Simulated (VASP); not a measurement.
# Hf (Im-3m) in VASP: notebook

Hf is run at these levels: PBEsol; tasks: single point.

Program: VASP 6.6.1. These are calculated values, not measurements. Logs are shortened: lines on timing, memory, paths and dates and some standing lists are left out, and cuts for length are marked.

### 1 The cell of the first run

It takes space group Im-3m (No. 229, cubic). The conventional cell has a = 3.317 Å, b = 3.317 Å, c = 3.317 Å, α = 90.00°, β = 90.00°, γ = 90.00°. Within 3.8 Å of Hf (site symmetry m-3m) lie 14 Hf at 2.87 to 3.32 Å.

### 2 Single point, PBEsol

INCAR reads:

```
SYSTEM = Hf
  PREC = Accurate
  ENCUT = 520
  EDIFF = 1E-6
  ISMEAR = -1
  SIGMA = 0.05
  LREAL = .False.
  LASPH = .True.
  NELM = 100
  ALGO = Normal
  ISIF = 2
  LWAVE = .False.
  LCHARG = .False.
  GGA = PS
  NBANDS = 11
```

KPOINTS reads:

```
regular mesh
0
Gamma
  10 10 10
  0 0 0
```

POSCAR reads:

```
Hf
1.0
   -1.6586788443      1.6586788443      1.6586788443
    1.6586788443     -1.6586788443      1.6586788443
    1.6586788443      1.6586788443     -1.6586788443
Hf
1
Direct
    0.0000000000      0.0000000000      0.0000000000
```

Potentials or basis: VASP PAW PBE potentials, release 64 (Hf_pv).

On the command line:

```bash
$ cat potpaw_PBE.64/Hf_pv/POTCAR > POTCAR
$ mpirun -np 1 vasp_std > vasp.out
```

OUTCAR:

```text
SYSTEM = Hf
   PREC = Accurate
   ENCUT = 520
   EDIFF = 1E-6
   ISMEAR = -1
   LREAL = .False.
   LASPH = .True.
   NELM = 100
   ISIF = 2
   GGA = PS

 ion  position               nearest neighbor table
   1  0.000  0.000  0.000-

  LATTYP: Found a body centered cubic cell.
 ALAT       =     3.3173576886

  Lattice vectors:

 A1 = (  -1.6586788443,   1.6586788443,   1.6586788443)
 A2 = (   1.6586788443,  -1.6586788443,   1.6586788443)
 A3 = (   1.6586788443,   1.6586788443,  -1.6586788443)

Analysis of symmetry for initial positions (statically):
=====================================================================
 Subroutine PRICEL returns:
 Original cell was already a primitive cell.

 Routine SETGRP: Setting up the symmetry group for a
 body centered cubic supercell.

 Subroutine GETGRP returns: Found 48 space group operations
[... 9 lines left out ...]

 Routine SETGRP: Setting up the symmetry group for a
 body centered cubic supercell.

 Subroutine GETGRP returns: Found 48 space group operations
[... 11 lines left out ...]
                                     Primitive cell

  volume of cell :      18.2535

  direct lattice vectors                    reciprocal lattice vectors
    -1.658678844  1.658678844  1.658678844     0.000000000  0.301444732  0.301444732
     1.658678844 -1.658678844  1.658678844     0.301444732  0.000000000  0.301444732
     1.658678844  1.658678844 -1.658678844     0.301444732  0.301444732  0.000000000

  length of vectors
     2.872916032  2.872916032  2.872916032     0.426307229  0.426307229  0.426307229

  position of ions in fractional coordinates (direct lattice)
     0.000000000  0.000000000  0.000000000

  ion indices of the primitive-cell ions
   primitive index   ion index
                 1           1

----------------------------------------------------------------------------------------

 KPOINTS: regular mesh

Automatic generation of k-mesh.
 Grid dimensions read from file:
 generate k-points for:   10   10   10

 Generating k-lattice:

  Cartesian coordinates                     Fractional coordinates (reciprocal lattice)
     0.000000000  0.030144473  0.030144473     0.100000000  0.000000000  0.000000000
     0.030144473  0.000000000  0.030144473     0.000000000  0.100000000  0.000000000
     0.030144473  0.030144473  0.000000000     0.000000000  0.000000000  0.100000000

  Length of vectors
[... 52 lines left out ...]
   LASPH  =      T    aspherical Exc in radial PAW
   ENCUT  =  520.0 eV  38.22 Ry    6.18 a.u.   5.34  5.34  5.34*2*pi/ulx,y,z
   NELM   =    100;   NELMIN=  2; NELMDL= -5     # of ELM steps
   EDIFF  = 0.1E-05   stopping-criterion for ELM
   LREAL  =      F    real-space projection
   EDIFFG = 0.1E-04   stopping-criterion for IOM
   NSW    =      0    number of steps for IOM
   IBRION =     -1    ionic relax: 0-MD 1-quasi-New 2-CG
   NFREE  =      0    steps in history (QN), initial steepest desc. (CG)
   ISIF   =      2    stress and relaxation
   ISYM   =      2    0-nonsym 1-usesym 2-fastsym
   POTIM  = 0.5000    time-step for ionic-motion
   TEBEG  =    0.0;   TEEND  =   0.0 temperature during run
   PSTRESS=    0.0 pullay stress
   NELECT =      10.0000    total number of electrons
   NUPDOWN=      -1.0000    fix difference up-down
   EMIN   =  10.00;   EMAX   =-10.00  energy-range for DOS
   EFERMI =   0.00;   METHOD = LEGACY
   ISMEAR =    -1;   SIGMA  =   0.05  broadening in eV -4-tet -1-fermi 0-gaus
   EFERMI_NEDOS =   21; number of points for ismear=-14 and -15
   IALGO  =     38    algorithm
   IMIX   =      4    mixing-type and parameters
     AMIX     =   0.40;   BMIX     =  1.00
     AMIX_MAG =   1.60;   BMIX_MAG =  1.00
  volume/ion in A,a.u.               =      18.25       123.18
  Fermi-wavevector in a.u.,A,eV,Ry     =   1.339551  2.531384 24.414245  1.794396
  Thomas-Fermi vector in A             =   2.467934
   LORBIT       =      0    0 simple, 1 ext, 2 COOP (PROOUT), +10 PAW based schemes
   GGA     = PS    functional components
   LHFCALC =     F    Hartree Fock is set to
   AEXX    =    0.0000 exact exchange contribution
   IVDW    =     0    specifies the selected vdW correction
   LEPSILON=     F    determine dielectric tensor
   LRPA    =     F    only Hartree local field effects (RPA)
 non-spin polarized calculation
  energy-cutoff  :      520.00
  volume of cell :       18.25
 maximum number of plane-waves:       531
 NGX is ok and might be reduce to    24
   NGX = 11   NGY = 11   NGZ = 11

 number of electron      10.0000000 magnetization

 Free energy of the ion-electron system (eV)
  ---------------------------------------------------
  ext. energy  EPLUGINS =         0.00000000
  ---------------------------------------------------
  free energy    TOTEN  =       -10.17344877 eV

  energy without entropy =      -10.16181511  energy(sigma->0) =      -10.16763194

 E-fermi :   5.9287     XC(G=0): -12.3534

 val. band max:        5.8827442724   @ k =  -0.2000   0.3000   0.1000
 cond. band min:       5.9567063199   @ k =   0.2000   0.1000  -0.0000
 fundamental gap:      0.0739620475
 Fermi energy:         5.9287463853

 k-point     1 :       0.0000    0.0000    0.0000
  band No.  band energies     occupation
      1     -23.1032      2.00000
      2     -23.1032      2.00000
      3     -23.1032      2.00000
      4      -1.7787      2.00000
      5       7.5075      0.00000
      6       7.5075      0.00000
      7       7.5075      0.00000
      8      10.9309      0.00000
      9      10.9309      0.00000
     10      19.8447      0.00000
     11      20.1995      0.00000
[... 309 lines left out ...]
 k-point    24 :      -0.3000    0.3000    0.1000
  band No.  band energies     occupation
      1     -24.1581      2.00000
      2     -23.4884      2.00000
      3     -23.2332      2.00000
      4       1.6440      2.00000
      5       6.0158      0.29836
      6       6.0991      0.06416
      7       9.3122      0.00000
      8      11.2913      0.00000
      9      12.1412      0.00000
     10      19.7405      0.00000
     11      20.0038      0.00000

 [... further k-points ...]
[... 5 lines left out ...]
  --------------------------------------------------------------------------------------
  -------------------------------------------------------------------------------------
  Total        2.2524794      2.2524794      2.2524794      0.0000000      0.0000000     -0.0000000
  in kB      197.7081196    197.7081196    197.7081196      0.0000000      0.0000000     -0.0000000
  external PRESSURE =     197.7081196 kB  Pullay stress =       0.0000000 kB

 VOLUME and BASIS-vectors are now :
 -----------------------------------------------------------------------------
  energy-cutoff  :      520.00
  volume of cell :       18.25
      direct lattice vectors                 reciprocal lattice vectors
    -1.658678844  1.658678844  1.658678844     0.000000000  0.301444732  0.301444732
     1.658678844 -1.658678844  1.658678844     0.301444732  0.000000000  0.301444732
     1.658678844  1.658678844 -1.658678844     0.301444732  0.301444732  0.000000000

 POSITION                                       TOTAL-FORCE (eV/Angst)
 -----------------------------------------------------------------------------------
      0.00000      0.00000      0.00000        -0.000000      0.000000      0.000000
 -----------------------------------------------------------------------------------
    total drift:                               -0.000000     -0.000000     -0.000000

  FREE ENERGIE OF THE ION-ELECTRON SYSTEM (eV)
  ---------------------------------------------------
  free  energy   TOTEN  =       -10.1734487714 eV

  energy  without entropy=      -10.1618151074  energy(sigma->0) =      -10.16763194
```

stdout:

```text
POSCAR found type information on POSCAR Hf
 POSCAR found :  1 types and       1 ions
 scaLAPACK will be used
 -----------------------------------------------------------------------------
|                                                                             |
|                                                                             |
|     You enforced a specific xc type in the INCAR file but a different       |
|     I HOPE YOU KNOW WHAT YOU ARE DOING!                                     |
|                                                                             |
 -----------------------------------------------------------------------------

 LDA part: xc-table for (Slater+PW92), standard interpolation
 POSCAR, INCAR and KPOINTS ok, starting setup
 FFT: planning ... GRIDC
 FFT: planning ... GRID_SOFT
 FFT: planning ... GRID
 WAVECAR not read
 entering main loop
```

Wall time 10 s (1 thread of AMD EPYC 7R43 (Zen 3), shared host); peak memory 0.11 GiB.

What came out:

```yaml
Free_energy: -10.1734 eV
Pressure: 19.8 GPa
Band_gap_on_the_k_mesh: zero (band 5 reaches 7.51 eV, above the bottom of band 6 at 4.94 eV)
```

Caveat: the PAW data sets were made with another functional, which shifts forces and pressure a little; spin-orbit coupling is left out, which moves the levels of the heavy elements.

### 3 Single point, PBEsol

This run uses another cell than the first one, of 19.59 Å³/atom, 1.073 times its volume.

INCAR reads:

```
PREC = Accurate
ENCUT = 520
EDIFF = 1E-7
ISMEAR = -1
SIGMA = 0.05
LREAL = False
LASPH = True
NELM = 60
ALGO = Normal
ISIF = 2
LWAVE = False
LCHARG = False
GGA = PS
NBANDS = 11
```

KPOINTS reads:

```
Automatic mesh
0
Gamma
  10 10 10
```

POSCAR reads:

```
Hf
1.0
   -1.6980962220      1.6980962220      1.6980962220
    1.6980962220     -1.6980962220      1.6980962220
    1.6980962220      1.6980962220     -1.6980962220
Hf
1
Direct
    0.0000000000      0.0000000000      0.0000000000
```

Potentials or basis: VASP PAW PBE potentials, release 64 (Hf_pv).

On the command line:

```bash
$ cat potpaw_PBE.64/Hf_pv/POTCAR > POTCAR
$ mpirun -np 1 vasp_std > vasp.out
```

Run time: 11 s. Hardware: 1 thread of AMD EPYC 7R43 (Zen 3), shared host; peak memory 0.11 GiB.

It converged, with:

```
Free energy            : -10.2939 eV
Pressure               : 9.7 GPa
Band gap on the k mesh : zero (band 5 reaches 6.95 eV, above the bottom of band 6 at 4.47 eV)
```

Levels at points of the mesh, in eV from the Fermi level:
| k point | band 2 | band 3 | band 4 | band 5 | band 6 | band 7 | band 8 | band 9 |
| --- | --- | --- | --- | --- | --- | --- | --- | --- |
| (0.00, 0.00, 0.00) | -29.31 | -29.31 | -7.51 | 1.54 | 1.54 | 1.54 | 4.74 | 4.74 |
| (0.50, 0.00, 0.00) | -29.71 | -29.32 | -3.88 | -0.83 | 1.64 | 4.65 | 5.80 | 8.82 |
| (0.50, 0.50, 0.50) | -30.18 | -30.18 | -3.25 | -3.25 | 7.79 | 7.79 | 7.79 | 8.33 |

Caveat: the PAW data sets were made with another functional, which shifts forces and pressure a little; spin-orbit coupling is left out, which moves the levels of the heavy elements.
